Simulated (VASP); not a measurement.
Crystal: KF (Carobbiite).

```
CELL_PARAMETERS angstrom
0.00000 2.65896 2.65896
2.67784 0.00000 2.65896
2.67784 2.65896 0.00000
ATOMIC_POSITIONS crystal
K 0.00000 0.00000 0.00000
F 0.50000 0.50000 0.50000
```

This cell differs from its parent crystal: uniaxial x strain +0.7%.

Base run:

- Program: VASP 6.6.1
- Functional: r2SCAN
- Potentials or basis: VASP PAW PBE potentials, release 64 (K_sv, F)
- Cutoff: 520 eV
- k mesh: 8 × 8 × 8
- Occupations: gaussian, width 0.01 eV
- Spin: no spin polarisation

Its results: band gap on the k mesh 6.87 eV, direct; pressure -0.3 GPa.

The run is repeated on the same cell with these changes: functional from r2SCAN to PBE; occupations from gaussian, width 0.01 eV to fermi-dirac, width 0.02 eV. What comes out?

Band gap on the k mesh 6.20 eV, direct; pressure 1.7 GPa.

Caveats: the PAW data sets were made with another functional, which shifts forces and pressure a little (some runs).

A k mesh can miss the band edges.
